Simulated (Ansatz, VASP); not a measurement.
**GaSb2Te2: VASP beside Ansatz**

Contents of INCAR:

```
PREC     = Accurate       # precision mode
ENCUT    = 600            # plane-wave cutoff, eV
EDIFF    = 1E-7           # SCF threshold, eV
ISMEAR   = 0              # smearing method
SIGMA    = 0.1            # smearing width, eV
LREAL    = False          # projectors in reciprocal space
LASPH    = True           # aspherical terms in the spheres
NELM     = 100            # most SCF steps
ALGO     = Normal         # electronic algorithm
ISIF     = 3              # what is computed and relaxed
LWAVE    = False          # write WAVECAR
LCHARG   = False          # write CHGCAR
GGA      = PE             # functional
IBRION   = 2              # ionic algorithm
NSW      = 90             # ionic steps
EDIFFG   = -0.04          # ionic threshold
```

Contents of KPOINTS:

```
regular mesh
0
Gamma
  6 6 2
```

POSCAR

```
GaSb2Te2
1.0
    4.6463468000      0.0000000000      0.0000000000
   -2.3231734000      4.0238543600      0.0000000000
    0.0000000000      0.0000000000      9.3894138200
Ga Sb Te
1 2 2
Direct
    0.0000000000      0.0000000000      0.5000000000
    0.3333333300      0.6666666700      0.5000000000
    0.6666666700      0.3333333300      0.5000000000
    0.3333333300      0.6666666700      0.0000000000
    0.6666666700      0.3333333300      0.0000000000
```

Input for Ansatz:

```yaml
crystal:
  lattice:
    - [4.6463468, 0.0, 0.0]
    - [-2.3231734, 4.02385436, 0.0]
    - [0.0, 0.0, 9.38941382]
  atoms:
    - { symbol: Ga, position: [0.0, 0.0, 0.5] }
    - { symbol: Sb, position: [0.33333333, 0.66666667, 0.5] }
    - { symbol: Sb, position: [0.66666667, 0.33333333, 0.5] }
    - { symbol: Te, position: [0.33333333, 0.66666667, 0.0] }
    - { symbol: Te, position: [0.66666667, 0.33333333, 0.0] }
basis:
  ecutwfc: 420
kpoints:
  mp_grid: { grid: [6, 6, 2] }
hamiltonian:
  xc: pbe
scf:
  occupations: { method: gaussian, width: 0.1 }
  lower_state_search: "off"
output:
  forces: true
  stress: true
  eigenvalues: true
relax:
  adjacent_minimum: "off"
  f_tol: 0.04
  max_steps: 70
  cell: { stress_tol: 0.4 }
```

Alike in both runs: task relaxation of cell and atoms; functional PBE; k mesh 6 × 6 × 2; occupations gaussian, width 0.1 eV; no spin polarisation.

|  | VASP | Ansatz |
| --- | --- | --- |
| version | VASP 6.6.1 | Ansatz 0.2.0 |
| potentials or method | VASP PAW PBE potentials, release 64 (Ga_d, Sb, Te), cutoff 600 eV | scalar-relativistic, plane waves, PAW |
| valence electrons in the cell | 35 | 75 |

Ansatz gave:

```
gap on the k mesh at the Fermi level, each at its own relaxed structure (eV) : none
relaxed volume (Å³/atom)                                                     : 33.29
relaxed cell length with the largest relative difference (Å)                 : 6.593
```

Problem. What did VASP give for the same quantities?

Solution. gap on the k mesh at the Fermi level, each at its own relaxed structure (eV): none; relaxed volume (Å³/atom): 33.30; relaxed cell length with the largest relative difference (Å): 6.584.

A gap of «none» marks a metal or a gap that the smearing closes. VASP's potentials hold 35 valence electrons a cell and Ansatz's 75, so a difference there can come from the potentials and not from the codes.

Neither program's run includes spin-orbit coupling.
